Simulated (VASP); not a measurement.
# CuAu (R-3m) in VASP: further runs

The runs below take CuAu through single point, with LDA.

Everything below comes from runs of VASP 6.6.1. Logs are shortened: lines on timing, memory, paths and dates and some standing lists are left out, and cuts for length are marked.

**1. The cell of the first run**

It takes space group R-3m (No. 166, trigonal). Conventional cell: a = 2.847 Å, b = 2.847 Å, c = 12.596 Å, α = 90.00°, β = 90.00°, γ = 120.00°. Within 3.5 Å of Au (site symmetry -3m) lie 6 Cu at 2.67 Å and 6 Au at 2.85 Å. Within 3.5 Å of Cu (site symmetry -3m) lie 6 Au at 2.67 Å and 6 Cu at 2.85 Å.

**2. Single point, LDA (14.74 Å³/atom)**

Contents of INCAR:

```
SYSTEM = CuAu
PREC     = Accurate       ! precision mode
ENCUT    = 520            ! plane-wave cutoff, eV
EDIFF    = 1E-6           ! SCF threshold, eV
ISMEAR   = -1             ! smearing method
SIGMA    = 0.05           ! smearing width, eV
LREAL    = .False.        ! projectors in reciprocal space
LASPH    = .True.         ! aspherical terms in the spheres
NELM     = 80             ! most SCF steps
ALGO     = Normal         ! electronic algorithm
ISIF     = 2              ! what is computed and relaxed
LWAVE    = .False.        ! write WAVECAR
LCHARG   = .False.        ! write CHGCAR
GGA      = CA             ! functional
NBANDS   = 18             ! bands
```

Contents of KPOINTS:

```
regular mesh
0
Gamma
  11 11 11
  0 0 0
```

Contents of POSCAR:

```
CuAu
1.0
    1.4235536889      0.8218891055      4.1986478884
   -1.4235536889      0.8218891055      4.1986478884
    0.0000000000     -1.6437782110      4.1986478884
Au Cu
1 1
Direct
    0.0000000000      0.0000000000      0.0000000000
    0.5000000000      0.5000000000      0.5000000000
```

Potentials or basis: VASP PAW LDA potentials, release 64 (Au, Cu).

Started as:

```sh
$ cat potpaw_LDA.64/Au/POTCAR potpaw_LDA.64/Cu/POTCAR > POTCAR
$ mpirun -np 1 vasp_std > vasp.out
```

OUTCAR:

```text
SYSTEM = CuAu
   PREC = Accurate
   ENCUT = 520
   EDIFF = 1E-6
   ISMEAR = -1
   LREAL = .False.
   LASPH = .True.
   NELM = 80
   ISIF = 2
   GGA = CA

 ion  position               nearest neighbor table
   1  0.000  0.000  0.000-   2 2.67   2 2.67   2 2.67   2 2.67   2 2.67   2 2.67
   2  0.500  0.500  0.500-   1 2.67   1 2.67   1 2.67   1 2.67   1 2.67   1 2.67

  LATTYP: Found a trigonal (rhomboedric) cell.
 ALAT       =     4.5089523060
 COS(alpha) =     0.8006453295

  Lattice vectors:

 A1 = (   1.4235536889,   0.8218891055,   4.1986478884)
 A2 = (  -1.4235536889,   0.8218891055,   4.1986478884)
 A3 = (   0.0000000000,  -1.6437782110,   4.1986478884)

Analysis of symmetry for initial positions (statically):
=====================================================================
 Subroutine PRICEL returns:
 Original cell was already a primitive cell.

 Routine SETGRP: Setting up the symmetry group for a
 trigonal (rhombohedral) supercell.

 Subroutine GETGRP returns: Found 12 space group operations
 (whereof 12 operations were pure point group operations)
 out of a pool of 12 trial point group operations.

The static configuration has the point symmetry D_3d.

Analysis of symmetry for dynamics (positions and initial velocities):
=====================================================================
 Subroutine PRICEL returns:
 Original cell was already a primitive cell.

 Routine SETGRP: Setting up the symmetry group for a
 trigonal (rhombohedral) supercell.

 Subroutine GETGRP returns: Found 12 space group operations
 (whereof 12 operations were pure point group operations)
 out of a pool of 12 trial point group operations.

The dynamic configuration has the point symmetry D_3d.

 Subroutine INISYM returns: Found 12 space group operations
 (whereof 12 operations are pure point group operations),
 and found     1 'primitive' translations

----------------------------------------------------------------------------------------

                                     Primitive cell

  volume of cell :      29.4746

  direct lattice vectors                    reciprocal lattice vectors
[... 79 lines left out ...]
   ISTART =      0    job   : 0-new  1-cont  2-samecut
   ICHARG =      2    charge: 1-file 2-atom 10-const
   ISPIN  =      1    spin polarized calculation?
   LNONCOLLINEAR =      F non collinear calculations
   LSORBIT =      F    spin-orbit coupling
   LASPH  =      T    aspherical Exc in radial PAW
   ENCUT  =  520.0 eV  38.22 Ry    6.18 a.u.   8.38  8.38  8.38*2*pi/ulx,y,z
   NELM   =     80;   NELMIN=  2; NELMDL= -5     # of ELM steps
   EDIFF  = 0.1E-05   stopping-criterion for ELM
   LREAL  =      F    real-space projection
   EDIFFG = 0.1E-04   stopping-criterion for IOM
   NSW    =      0    number of steps for IOM
   IBRION =     -1    ionic relax: 0-MD 1-quasi-New 2-CG
   NFREE  =      0    steps in history (QN), initial steepest desc. (CG)
   ISIF   =      2    stress and relaxation
   ISYM   =      2    0-nonsym 1-usesym 2-fastsym
   POTIM  = 0.5000    time-step for ionic-motion
   TEBEG  =    0.0;   TEEND  =   0.0 temperature during run
   PSTRESS=    0.0 pullay stress
   NELECT =      22.0000    total number of electrons
   NUPDOWN=      -1.0000    fix difference up-down
   EMIN   =  10.00;   EMAX   =-10.00  energy-range for DOS
   EFERMI =   0.00;   METHOD = LEGACY
   ISMEAR =    -1;   SIGMA  =   0.05  broadening in eV -4-tet -1-fermi 0-gaus
   EFERMI_NEDOS =   21; number of points for ismear=-14 and -15
   IALGO  =     38    algorithm
   IMIX   =      4    mixing-type and parameters
     AMIX     =   0.40;   BMIX     =  1.00
     AMIX_MAG =   1.60;   BMIX_MAG =  1.00
  volume/ion in A,a.u.               =      14.74        99.45
  Fermi-wavevector in a.u.,A,eV,Ry     =   1.485023  2.806286 30.004830  2.205293
  Thomas-Fermi vector in A             =   2.598486
   LORBIT       =      0    0 simple, 1 ext, 2 COOP (PROOUT), +10 PAW based schemes
   GGA     = CA    functional components
   LHFCALC =     F    Hartree Fock is set to
   AEXX    =    0.0000 exact exchange contribution
   IVDW    =     0    specifies the selected vdW correction
   LEPSILON=     F    determine dielectric tensor
   LRPA    =     F    only Hartree local field effects (RPA)
 non-spin polarized calculation
  energy-cutoff  :      520.00
  volume of cell :       29.47
 maximum number of plane-waves:       807
 NGX is ok and might be reduce to    36
   NGX = 17   NGY = 17   NGZ = 17

 number of electron      22.0000004 magnetization

 Free energy of the ion-electron system (eV)
  ---------------------------------------------------
  ext. energy  EPLUGINS =         0.00000000
  ---------------------------------------------------
  free energy    TOTEN  =        -9.06695676 eV

  energy without entropy =       -9.05901425  energy(sigma->0) =       -9.06298550

 E-fermi :   8.4252     XC(G=0): -12.8859

 val. band max:        8.4186776775   @ k =  -0.2727  -0.3636   0.1818
 cond. band min:       8.4287576223   @ k =  -0.3636  -0.4545   0.1818
 fundamental gap:      0.0100799448
 Fermi energy:         8.4252318802

 k-point     1 :       0.0000    0.0000    0.0000
  band No.  band energies     occupation
      1      -1.4144      2.00000
      2       1.6708      2.00000
      3       3.4363      2.00000
      4       3.4363      2.00000
      5       4.4886      2.00000
      6       4.4886      2.00000
[... 481 lines left out ...]
      5       4.0890      2.00000
      6       5.3474      2.00000
[... 10 lines left out ...]
     17      21.1852      0.00000
     18      28.0547      0.00000

 [... further k-points ...]

------------------------ aborting loop because EDIFF is reached ----------------------------------------

  FORCE on cell =-STRESS in cart. coord.  units (eV):
  Direction    XX          YY          ZZ          XY          YZ          ZX
  --------------------------------------------------------------------------------------
  -------------------------------------------------------------------------------------
  Total       -1.3994224     -1.3994224     -1.1224731     -0.0000000      0.0000000      0.0000000
  in kB      -76.0696838    -76.0696838    -61.0153015     -0.0000000      0.0000000      0.0000000
  external PRESSURE =     -71.0515563 kB  Pullay stress =       0.0000000 kB

 VOLUME and BASIS-vectors are now :
 -----------------------------------------------------------------------------
  energy-cutoff  :      520.00
  volume of cell :       29.47
      direct lattice vectors                 reciprocal lattice vectors
     1.423553689  0.821889106  4.198647888     0.351233679  0.202784859  0.079390638
    -1.423553689  0.821889106  4.198647888    -0.351233679  0.202784859  0.079390638
     0.000000000 -1.643778211  4.198647888     0.000000000 -0.405569719  0.079390638

 POSITION                                       TOTAL-FORCE (eV/Angst)
 -----------------------------------------------------------------------------------
      0.00000      0.00000      0.00000        -0.000000     -0.000000     -0.000000
      0.00000      0.00000      6.29797         0.000000      0.000000      0.000000
 -----------------------------------------------------------------------------------
    total drift:                                0.000000     -0.000000      0.000000

  FREE ENERGIE OF THE ION-ELECTRON SYSTEM (eV)
  ---------------------------------------------------
  free  energy   TOTEN  =        -9.0669567595 eV

  energy  without entropy=       -9.0590142473  energy(sigma->0) =       -9.06298550
```

OSZICAR:

```text
N       E                     dE             d eps       ncg     rms          rms(c)
DAV:   1     0.128044432858E+03    0.12804E+03   -0.10870E+04  5690   0.172E+03
DAV:   2    -0.463972127777E+01   -0.13268E+03   -0.12400E+03  5354   0.297E+02
DAV:   3    -0.101186774389E+02   -0.54790E+01   -0.53455E+01  6290   0.710E+01
DAV:   4    -0.101963715362E+02   -0.77694E-01   -0.77633E-01  6690   0.704E+00
DAV:   5    -0.101983212248E+02   -0.19497E-02   -0.19496E-02  6862   0.114E+00    0.125E+01
DAV:   6    -0.962587048738E+01    0.57245E+00   -0.83032E+00  5688   0.811E+01    0.614E+00
DAV:   7    -0.913987972496E+01    0.48599E+00   -0.32045E+00  6490   0.851E+01    0.598E+00
DAV:   8    -0.907570329194E+01    0.64176E-01   -0.22116E-01  7866   0.114E+01    0.287E+00
DAV:   9    -0.906722531685E+01    0.84780E-02   -0.17367E-02  8058   0.298E+00    0.115E-01
DAV:  10    -0.906697792215E+01    0.24739E-03   -0.21997E-03  7414   0.644E-01    0.755E-02
DAV:  11    -0.906695944700E+01    0.18475E-04   -0.82979E-05  7224   0.105E-01    0.366E-02
DAV:  12    -0.906695679438E+01    0.26526E-05   -0.53589E-06  6076   0.784E-02    0.478E-03
DAV:  13    -0.906695675948E+01    0.34892E-07   -0.87083E-07  3246   0.819E-03
   1 F= -.90669568E+01 E0= -.90629855E+01  d E =-.794251E-02
```

Wall time 4.2 min (1 thread of Intel Xeon 8259CL, shared host); peak memory 0.23 GiB.

Results:

| Property | Result |
| --- | --- |
| Free energy | -9.0670 eV |
| Pressure | -7.1 GPa |
| Band gap on the k mesh | zero (bands 11 and 12 overlap by 4.34 eV) |

Levels at points of the mesh, in eV from the Fermi level:
| k point | band 7 | band 8 | band 9 | band 10 | band 11 | band 12 | band 13 | band 14 | band 15 | band 16 |
| --- | --- | --- | --- | --- | --- | --- | --- | --- | --- | --- |
| (0.00, 0.00, 0.00) | -2.89 | -2.33 | -2.33 | -1.65 | -1.65 | -0.22 | 4.79 | 14.54 | 16.19 | 16.19 |

Caveat: the cell stands under tension; spin-orbit coupling is left out, which moves the levels of the heavy elements.

(Part 1 of 2 ends here.)
